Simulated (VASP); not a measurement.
Input of a VASP 6.6.1 run:

The input INCAR:

```
SYSTEM = Cu3N
PREC = Accurate
ENCUT = 600
EDIFF = 1E-6
ISMEAR = -1
SIGMA = 0.08
LREAL = .FALSE.
LASPH = .TRUE.
NELM = 120
ALGO = Normal
ISIF = 2
LWAVE = .FALSE.
LCHARG = .FALSE.
GGA = PS
NBANDS = 27
GGA_COMPAT = .FALSE.
```

The input KPOINTS:

```
Automatic mesh
0
G
  10 10 10
  0 0 0
```

File POSCAR:

```
Cu3N
1.0
    3.8140000000      0.0000000000      0.0000000000
    0.0000000000      3.8140000000      0.0000000000
    0.0000000000      0.0000000000      3.8140000000
Cu N
3 1
Direct
    0.5000000000      0.0000000000      0.0000000000
    0.0000000000      0.5000000000      0.0000000000
    0.0000000000      0.0000000000      0.5000000000
    0.0000000000      0.0000000000      0.0000000000
```

Potentials or basis: VASP PAW PBE potentials, release 64 (Cu, N).

Run with:

```console
$ cat potpaw_PBE.64/Cu/POTCAR potpaw_PBE.64/N/POTCAR > POTCAR
$ mpirun -np 1 vasp_std > vasp.out
```

Question: Predict the band gap on the k mesh.

Answer: 0.17 eV (least direct gap 0.71 eV).

Question: Estimate the pressure.

Answer: -4.1 GPa.

Caveat: the cell stands under tension; the PAW data sets were made with another functional, which shifts forces and pressure a little. A k mesh can miss the band edges.
